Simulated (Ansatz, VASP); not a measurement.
One calculation of AgI, two programs

```
CELL_PARAMETERS angstrom
0.00000 2.72099 2.72099
2.72099 0.00000 2.72099
2.72099 2.72099 0.00000
ATOMIC_POSITIONS crystal
Ag 0.00000 0.00000 0.00000
I 0.25000 0.25000 0.25000
```

Change from the starting cell: volume scaled by 0.6, LAPW.

Alike in both runs: task single point; functional PBEsol; k mesh 12 × 12 × 12; occupations fermi-dirac, width 0.05 eV; no spin polarisation.

|  | VASP | Ansatz |
| --- | --- | --- |
| version | VASP 6.6.1 | Ansatz 0.2.0 |
| potentials or method | VASP PAW PBE potentials, release 64 (Ag, I), cutoff 500 eV | all-electron LAPW, scalar-relativistic |

Ansatz gave:

| Quantity | Value |
| --- | --- |
| pressure (GPa) | 68.2 |

Task: Which values does VASP return?

Result: Pressure (GPa): 67.6.

VASP's potentials were made for PBE, not for PBEsol. Both programs put the cell under a high pressure, so it lies far from rest at this level. Ansatz ran all-electron here, and VASP with PAW potentials.

Neither program's run includes spin-orbit coupling. Noted on VASP's run: the cell as given lies far from equilibrium.
